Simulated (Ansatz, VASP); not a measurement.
# One calculation of ZnO, two programs

```
CELL_PARAMETERS angstrom
3.25000 0.00000 0.00000
-1.62500 2.81458 0.00000
0.00000 0.00000 5.20500
ATOMIC_POSITIONS crystal
Zn 0.33333 0.66667 0.00000
Zn 0.66667 0.33333 0.50000
O 0.33333 0.66667 0.38200
O 0.66667 0.33333 0.88200
```

Alike in both runs: task single point; functional r2SCAN; k mesh 6 × 6 × 4; occupations gaussian, width 0.1 eV; no spin polarisation.

|  | VASP | Ansatz |
| --- | --- | --- |
| version | VASP 6.6.1 | Ansatz 0.2.0 |
| potentials or method | VASP PAW PBE potentials, release 64 (Zn, O), cutoff 520 eV | scalar-relativistic, plane waves, PAW |
| valence electrons in the cell | 36 | 36 |

|  | VASP | Ansatz | Ansatz less VASP |
| --- | --- | --- | --- |
| gap on the k mesh at the Fermi level (eV) | 1.23 | 1.23 | +0.001 |
| least direct gap on the mesh (eV) | 1.23 | 1.23 | +0.001 |
| pressure (GPa) | -0.2 | -1.2 | -1.00 |
| traceless stress, the component that is largest in VASP (GPa) | 0.24 | 0.17 | -0.078 |
| rms of the force components (eV/Å) | 0.009 | 0.016 | +0.0065 |

VASP's potentials were made for PBE, not for r2SCAN. Atom by atom the forces differ by 0.006 eV/Å (rms over components).
